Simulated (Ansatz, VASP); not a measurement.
# SnTe: VASP beside Ansatz

```
Sn Te
1.0
     3.86257    0.00000    0.00000
    -1.93128    3.34508    0.00000
     0.00000    0.00000    6.16537
Sn Te
1 1
Direct
  0.66667 0.33333 0.00000
  0.00000 0.00000 0.50000
```

Change from the starting cell: species swapped into the TbSm type (P-6m2, No. 187).

Alike in both runs: task relaxation of cell and atoms; functional PBE; k mesh 6 × 6 × 4; occupations gaussian, width 0.1 eV; no spin polarisation.

|  | VASP | Ansatz |
| --- | --- | --- |
| version | VASP 6.6.1 | Ansatz 0.2.0 |
| potentials or method | VASP PAW PBE potentials, release 64 (Sn_d, Te), cutoff 600 eV | scalar-relativistic, plane waves, PAW |
| valence electrons in the cell | 20 | 30 |

```tsv
	VASP	Ansatz	Ansatz less VASP
gap on the k mesh at the Fermi level, each at its own relaxed structure (eV)	none	none	-
relaxed volume (Å³/atom)	28.79	28.87	+0.080
relaxed cell length with the largest relative difference (Å)	3.415	3.422	+0.0065
```

A gap of «none» marks a metal or a gap that the smearing closes. VASP's potentials hold 20 valence electrons a cell and Ansatz's 30, so a difference there can come from the potentials and not from the codes.

Neither program's run includes spin-orbit coupling. Noted on VASP's run: the volume moved by over 15 % at a fixed basis, so the end points are rough.
